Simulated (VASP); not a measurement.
# Se in VASP: further runs, part 2 of 2

VASP 6.6.1. Earlier steps stand in the parts before.

### 3 Relaxation of cell and atoms, PBE

This run uses another cell than the first one, of 29.37 Å³/atom.

Contents of INCAR:

```
SYSTEM = Se
PREC = Accurate ; ENCUT = 600
EDIFF = 1E-6 ; ISMEAR = 0
SIGMA = 0.1 ; LREAL = .FALSE.
LASPH = .TRUE. ; NELM = 60
ALGO = Normal ; ISIF = 3
LWAVE = .FALSE. ; LCHARG = .FALSE.
GGA = PE ; IBRION = 2
NSW = 90 ; EDIFFG = -0.04
```

Contents of KPOINTS:

```
Automatic mesh
0
G
  6 6 2
  0 0 0
```

Contents of POSCAR:

```
Se
1.0
    3.7523922065      0.0000000000      0.0000000000
   -1.8761961033      3.2496669758      0.0000000000
    0.0000000000      0.0000000000      9.6337302522
Se
4
Direct
    0.3333333333      0.6666666667      0.1610000000
    0.6666666667      0.3333333333      0.6610000000
    0.3333333333      0.6666666667      0.3390000000
    0.6666666667      0.3333333333      0.8390000000
```

Potentials or basis: VASP PAW PBE potentials, release 64 (Se).

On the command line:

```bash
> cat potpaw_PBE.64/Se/POTCAR > POTCAR
> mpirun -np 1 vasp_std > vasp.out
```

OUTCAR:

```text
SYSTEM = Se
   PREC = Accurate
   ENCUT = 600
   EDIFF = 1E-6
   ISMEAR = 0
   LREAL = .FALSE.
   LASPH = .TRUE.
   NELM = 60
   ISIF = 3
   GGA = PE
   IBRION = 2
   NSW = 90
   EDIFFG = -0.04

 ion  position               nearest neighbor table
   1  0.333  0.667  0.161-   3 1.71
   2  0.667  0.333  0.661-   4 1.71
   3  0.333  0.667  0.339-   1 1.71
   4  0.667  0.333  0.839-   2 1.71

  LATTYP: Found a hexagonal cell.
 ALAT       =     3.7523922065
 C/A-ratio  =     2.5673569611

  Lattice vectors:

 A1 = (   3.7523922065,   0.0000000000,   0.0000000000)
 A2 = (  -1.8761961033,   3.2496669758,   0.0000000000)
 A3 = (   0.0000000000,   0.0000000000,   9.6337302522)

Analysis of symmetry for initial positions (statically):
=====================================================================
 Subroutine PRICEL returns:
 Original cell was already a primitive cell.

 Routine SETGRP: Setting up the symmetry group for a
 hexagonal supercell.

 Subroutine GETGRP returns: Found 24 space group operations
 (whereof 12 operations were pure point group operations)
 out of a pool of 24 trial point group operations.

The static configuration has the point symmetry D_3d.
 The point group associated with its full space group is D_6h.

Analysis of symmetry for dynamics (positions and initial velocities):
=====================================================================
 Subroutine PRICEL returns:
 Original cell was already a primitive cell.

 Routine SETGRP: Setting up the symmetry group for a
 hexagonal supercell.

 Subroutine GETGRP returns: Found 24 space group operations
 (whereof 12 operations were pure point group operations)
 out of a pool of 24 trial point group operations.

The dynamic configuration has the point symmetry D_3d.
 The point group associated with its full space group is D_6h.

 Subroutine INISYM returns: Found 24 space group operations
 (whereof 12 operations are pure point group operations),
 and found     1 'primitive' translations

[... 125 lines left out ...]
   NGX = 15   NGY = 15   NGZ = 39

--------------------------------------- Ionic step        1  -------------------------------------------

 number of electron      24.0000001 magnetization

 Free energy of the ion-electron system (eV)
  ---------------------------------------------------
  ext. energy  EPLUGINS =         0.00000000
  ---------------------------------------------------
  free energy    TOTEN  =        -2.76191281 eV

  energy without entropy =       -2.74299290  energy(sigma->0) =       -2.75245285

------------------------ aborting loop because EDIFF is reached ----------------------------------------

  FORCE on cell =-STRESS in cart. coord.  units (eV):
  Direction    XX          YY          ZZ          XY          YZ          ZX
  --------------------------------------------------------------------------------------
  -------------------------------------------------------------------------------------
  Total       -3.3524818     -3.3524818    107.8557140      0.0000000     -0.0000000      0.0000000
  in kB      -45.7230765    -45.7230765   1470.9983193      0.0000000     -0.0000000      0.0000000
  external PRESSURE =     459.8507221 kB  Pullay stress =       0.0000000 kB
[... 95 lines left out ...]
  FREE ENERGIE OF THE ION-ELECTRON SYSTEM (eV)
  ---------------------------------------------------
  free  energy   TOTEN  =        -4.9218014560 eV

  energy  without entropy=       -4.9100563569  energy(sigma->0) =       -4.91592891

 E-fermi :  -0.2962     XC(G=0):  -4.6771

 val. band max:       -0.5110814359   @ k =   0.0000   0.0000   0.5000
 cond. band min:      -0.0614588956   @ k =   0.1667   0.0000   0.0000
 fundamental gap:      0.4496225403
 Fermi energy:        -0.2962026971

 k-point     1 :       0.0000    0.0000    0.0000
  band No.  band energies     occupation
      1     -19.5380      2.00000
      2     -19.5372      2.00000
      3      -9.6212      2.00000
      4      -9.6190      2.00000
      5      -6.4114      2.00000
      6      -6.4114      2.00000
[... 243 lines left out ...]
      3     -15.9928      2.00000
      4     -15.9928      2.00000
      5      -9.6638      2.00000
      6      -9.6638      2.00000
[... 8 lines left out ...]
     15       2.0933      0.00000
     16       2.0933      0.00000

[... ionic steps 4 to 11 ...]

--------------------------------------- Ionic step       12  -------------------------------------------

 number of electron      23.9999991 magnetization

------------------------ aborting loop because EDIFF is reached ----------------------------------------
[... 71 lines left out ...]
--------------------------------------- Ionic step       14  -------------------------------------------

 number of electron      23.9999989 magnetization

 Free energy of the ion-electron system (eV)
  ---------------------------------------------------
  ext. energy  EPLUGINS =         0.00000000
  ---------------------------------------------------
  free energy    TOTEN  =       -11.36953587 eV

  energy without entropy =      -11.35023443  energy(sigma->0) =      -11.35988515

 E-fermi :   1.3836     XC(G=0):  -7.3767

 val. band max:        1.3653109988   @ k =   0.5000   0.0000   0.5000
 cond. band min:       1.4234806194   @ k =   0.5000   0.0000   0.0000
 fundamental gap:      0.0581696206
 Fermi energy:         1.3835561195

 k-point     1 :       0.0000    0.0000    0.0000
  band No.  band energies     occupation
      1     -14.8806      2.00000
      2     -14.8787      2.00000
      3     -10.6143      2.00000
      4     -10.6010      2.00000
      5      -2.7597      2.00000
      6      -2.5879      2.00000
[... 286 lines left out ...]
  FREE ENERGIE OF THE ION-ELECTRON SYSTEM (eV)
  ---------------------------------------------------
  free  energy   TOTEN  =       -11.3695358727 eV

  energy  without entropy=      -11.3502344302  energy(sigma->0) =      -11.35988515

 reached required accuracy - stopping structural energy minimisation
```

CONTCAR:

```text
Se
   1.00000000000000
     3.3914156548232546    0.0000000000052201    0.0000000000000000
    -1.6957078274522963    2.9370521118725348   -0.0000000000000000
     0.0000000000000000   -0.0000000000000000   14.2177187553020463
  Se
     4
Direct
     0.3333333332999970    0.6666666667000030    0.0617172433431188
     0.6666666667000030    0.3333333332999970    0.5617172433431188
     0.3333333332999970    0.6666666667000030    0.4382827566568814
     0.6666666667000030    0.3333333332999970    0.9382827566568812

  0.00000000E+00  0.00000000E+00  0.00000000E+00
  0.00000000E+00  0.00000000E+00  0.00000000E+00
  0.00000000E+00  0.00000000E+00  0.00000000E+00
  0.00000000E+00  0.00000000E+00  0.00000000E+00
```

Run time: 11 min. Hardware: 1 thread of AMD EPYC 7R13, shared host; peak memory 0.23 GiB.

What came out:

```
Free energy                           : -11.3695 eV
Relaxed volume                        : 35.40 Å³/atom
Relaxed cell                          : a = 3.391 Å, b = 3.391 Å, c = 14.218 Å, α = 90.00°, β = 90.00°, γ = 120.00°
Space group after relaxing (to 0.1 Å) : P6_3/mmc (No. 194)
Energy gained by relaxing             : 2151.9 meV/atom
Ionic steps                           : 14
Pressure after relaxing               : 0.1 GPa
Largest force after relaxing          : 0.007 eV/Å
Band gap on the k mesh                : zero (bands 12 and 13 overlap by 0.49 eV)
```

Forces on the atoms (eV/Å):
```
Se   0.000  0.000  0.007
Se   0.000  0.000  0.007
Se   0.000  0.000 -0.007
Se   0.000  0.000 -0.007
```

The path:
| step | energy change (eV) | largest force (eV/Å) | pressure (GPa) | volume (Å³) |
| --- | --- | --- | --- | --- |
| 1 | 0.0000 | 31.0468 | 45.99 | 117.47 |
| 2 | 0.2289 | 3.2401 | 22.75 | 248.87 |
| 3 | -2.1599 | 4.8492 | 20.69 | 238.99 |
| 4 | -4.5920 | 4.2277 | 17.04 | 229.00 |
| 5 | -7.3617 | 1.2680 | 7.01 | 200.57 |
| 6 | -8.2607 | 0.1646 | -2.65 | 160.14 |
| 7 | -8.2680 | 0.0287 | -2.11 | 162.88 |
| 8 | -8.4202 | 0.4821 | -0.34 | 152.25 |
| 9 | -8.4408 | 0.7170 | 0.69 | 147.72 |
| 10 | -8.5727 | 0.4247 | 0.04 | 144.68 |
| 11 | -8.4504 | 0.7929 | -0.50 | 138.88 |
| 12 | -8.6069 | 0.0673 | -0.25 | 142.79 |
| 13 | -8.6072 | 0.0196 | -0.24 | 142.97 |
| 14 | -8.6076 | 0.0067 | 0.06 | 141.62 |

Final structure:
```
Se
1.0
     3.39142    0.00000    0.00000
    -1.69571    2.93705    0.00000
     0.00000    0.00000   14.21772
Se
4
Direct
  0.33333 0.66667 0.06172
  0.66667 0.33333 0.56172
  0.33333 0.66667 0.43828
  0.66667 0.33333 0.93828
```

Levels at points of the mesh, in eV from the Fermi level:
```
           k point  band 10  band 11  band 12  band 13  band 14  band 15
(0.00, 0.00, 0.00)    -1.17    -0.03     0.41     1.20     1.20     1.21
(0.50, 0.00, 0.00)    -3.01    -0.56    -0.44    -0.08     0.04     1.12
(0.00, 0.00, 0.50)    -1.17     0.19     0.19     1.20     1.20     1.20
(0.50, 0.00, 0.50)    -3.01    -0.50    -0.50    -0.02    -0.02     1.13
```

Caveat: the volume moved by over 15 % at a fixed basis, so the end points are rough; this functional lacks dispersion, which holds the molecules together, so the pressure and a relaxed volume are unreliable; this functional lacks dispersion, which binds layers or chains, so the pressure and a relaxed spacing across them are unreliable.

### 4 Single point, PBE

This run uses another cell than the first one, of 28.50 Å³/atom.

Contents of INCAR:

```
PREC = Accurate ; ENCUT = 520
EDIFF = 1E-6 ; ISMEAR = 0
SIGMA = 0.1 ; LREAL = F
LASPH = T ; NELM = 60
ALGO = Normal ; ISIF = 2
LWAVE = F ; LCHARG = F
GGA = PE ; NBANDS = 20
```

Contents of KPOINTS:

```
regular mesh
0
Gamma
  15 15 6
```

Contents of POSCAR:

```
Se
1.0
    3.4480570171      0.0000000000      0.0000000000
   -1.7240285085      2.9861049705      0.0000000000
    0.0000000000      0.0000000000     11.0736333537
Se
4
Direct
    0.3333333333      0.6666666667      0.1517113991
    0.6666666667      0.3333333333      0.6517113991
    0.3333333333      0.6666666667      0.3482886009
    0.6666666667      0.3333333333      0.8482886009
```

On the command line:

```bash
> cat potpaw_PBE.64/Se/POTCAR > POTCAR
> mpirun -np 1 vasp_std > vasp.out
```

Run time: 7.5 min. Hardware: 1 thread of AMD EPYC 7R13, shared host; peak memory 0.32 GiB.

The run converged. Its results:

| Item | Value |
| --- | --- |
| Free energy | -13.3238 eV |
| Pressure | 0.1 GPa |
| Largest force | 0.061 eV/Å |
| Band gap on the k mesh | zero (bands 12 and 13 overlap by 3.48 eV) |

Forces on the atoms (eV/Å):
```
Se   0.000  0.000 -0.061
Se   0.000  0.000 -0.061
Se   0.000  0.000  0.061
Se   0.000  0.000  0.061
```

Stress tensor (GPa, compression positive):
```
0.01 0.00 0.00
0.00 0.01 0.00
0.00 0.00 0.38
```

Levels at points of the mesh, in eV from the Fermi level:
```tsv
k point	band 10	band 11	band 12	band 13	band 14	band 15
(0.00, 0.00, 0.00)	-0.47	0.92	2.03	2.03	2.20	2.20
(0.00, 0.00, 0.50)	-0.51	2.11	2.11	2.11	2.11	2.49
```

Caveat: this functional lacks dispersion, which holds the molecules together, so the pressure and a relaxed volume are unreliable; this functional lacks dispersion, which binds layers or chains, so the pressure and a relaxed spacing across them are unreliable.

### 5 Relaxation of cell and atoms, PBE

This run uses another cell than the first one, of 38.03 Å³/atom.

Contents of INCAR:

```
PREC = Accurate
ENCUT = 600
EDIFF = 1E-6
ISMEAR = 0
SIGMA = 0.1
LREAL = False
LASPH = True
NELM = 100
ALGO = Normal
ISIF = 3
LWAVE = False
LCHARG = False
GGA = PE
IBRION = 2
NSW = 100
EDIFFG = -0.01
```

Contents of KPOINTS:

```
regular mesh
0
Gamma
  12 12 6
```

Contents of POSCAR:

```
Se
1.0
    4.4497557691      0.0000000000      0.0000000000
   -2.2248778845      3.8536015366      0.0000000000
    0.0000000000      0.0000000000      8.8717189754
Se
4
Direct
    0.0000000000      0.0000000000      0.2500000000
    0.0000000000      0.0000000000      0.7500000000
    0.3333333333      0.6666666667      0.7500000000
    0.6666666667      0.3333333333      0.2500000000
```

On the command line:

```bash
> cat potpaw_PBE.64/Se/POTCAR > POTCAR
> mpirun -np 1 vasp_std > vasp.out
```

Run time: 19 min. Hardware: 1 thread of AMD EPYC 7R13 (Zen 3), shared host; peak memory 0.39 GiB.

Results (log left out):

```
Free energy                           : -12.0688 eV
Relaxed volume                        : 34.74 Å³/atom
Relaxed cell                          : a = 4.476 Å, b = 4.476 Å, c = 8.008 Å, α = 90.00°, β = 90.00°, γ = 120.00°
Space group after relaxing (to 0.1 Å) : P6_3/mmc (No. 194)
Energy gained by relaxing             : 3.7 meV/atom
Ionic steps                           : 10
Pressure after relaxing               : 0.0 GPa
Band gap on the k mesh                : zero (bands 12 and 13 overlap by 1.05 eV)
```

Step by step:
```
step  energy change (eV)  largest force (eV/Å)  pressure (GPa)  volume (Å³)
   1              0.0000                0.0000            0.50       152.13
   2             -0.0041                0.0000           -0.31       154.76
   3             -0.0052                0.0000           -0.06       153.93
   4             -0.0054                0.0000           -0.06       153.69
   5             -0.0061                0.0000           -0.06       152.97
   6             -0.0074                0.0000           -0.05       151.53
   7             -0.0098                0.0000           -0.05       148.64
   8             -0.0136                0.0000           -0.03       142.87
   9             -0.0117                0.0000            0.10       131.34
  10             -0.0146                0.0000            0.00       138.94
```

Final structure:
```xyz
4
Lattice="4.4761 0.0000 0.0000 -2.2381 3.8764 0.0000 0.0000 0.0000 8.0075" Properties=species:S:1:pos:R:3 pbc="T T T"
Se    0.0000    0.0000    2.0019
Se    0.0000    0.0000    6.0056
Se    0.0000    2.5843    6.0056
Se    2.2381    1.2921    2.0019
```

Levels at points of the mesh, in eV from the Fermi level:
```csv
k point,band 10,band 11,band 12,band 13,band 14,band 15
"(0.00, 0.00, 0.00)",-2.83,0.01,0.01,0.11,0.11,0.46
"(0.50, 0.00, 0.00)",-2.31,-1.15,-0.87,1.51,1.52,2.85
"(0.00, 0.00, 0.50)",-3.68,0.05,0.05,0.05,0.05,0.71
"(0.50, 0.00, 0.50)",-2.46,-1.22,-1.22,1.52,1.52,2.88
```

Caveat: this functional lacks dispersion, which binds layers or chains, so the pressure and a relaxed spacing across them are unreliable.

### 6 The runs side by side

```tsv
task	cell	k mesh	cutoff (eV)	gap on the mesh (eV)	pressure (GPa)	relaxed volume (Å³/atom)	largest force (eV/Å)
relaxation of cell and atoms	relaxed from a = 3.642, b = 3.642, c = 10.011 Å, angles 90.0, 90.0, 120.0°, 4 atoms, atomic positions A	6 × 6 × 2	600	-	0.0	39.59	0.01
relaxation of cell and atoms	relaxed from a = 3.752, b = 3.752, c = 9.634 Å, angles 90.0, 90.0, 120.0°, 4 atoms, atomic positions B	6 × 6 × 2	600	none	0.1	35.40	0.01
single point	a = 3.448, b = 3.448, c = 11.074 Å, angles 90.0, 90.0, 120.0°, 4 atoms, atomic positions C	15 × 15 × 6	520	none	0.1	-	0.06
relaxation of cell and atoms	relaxed from a = 4.450, b = 4.450, c = 8.872 Å, angles 90.0, 90.0, 120.0°, 4 atoms, atomic positions D	12 × 12 × 6	600	none	0.0	34.74	-
```

Alike in all rows: level PBE; potentials or basis VASP PAW PBE potentials, release 64 (Se); no spin polarisation; smearing gaussian 0.1 eV.

Caveats: this functional lacks dispersion, which binds layers or chains, so the pressure and a relaxed spacing across them are unreliable; the volume moved by over 15 % at a fixed basis, so the end points are rough (at least some runs); this functional lacks dispersion, which holds the molecules together, so the pressure and a relaxed volume are unreliable (at least some runs); the highest band is partly filled, so the run has too few bands (at least some runs).

Absolute energies hang on the potentials; compare differences alone.

The gap in the log of VASP goes by the Fermi energy; the results here count the filled bands.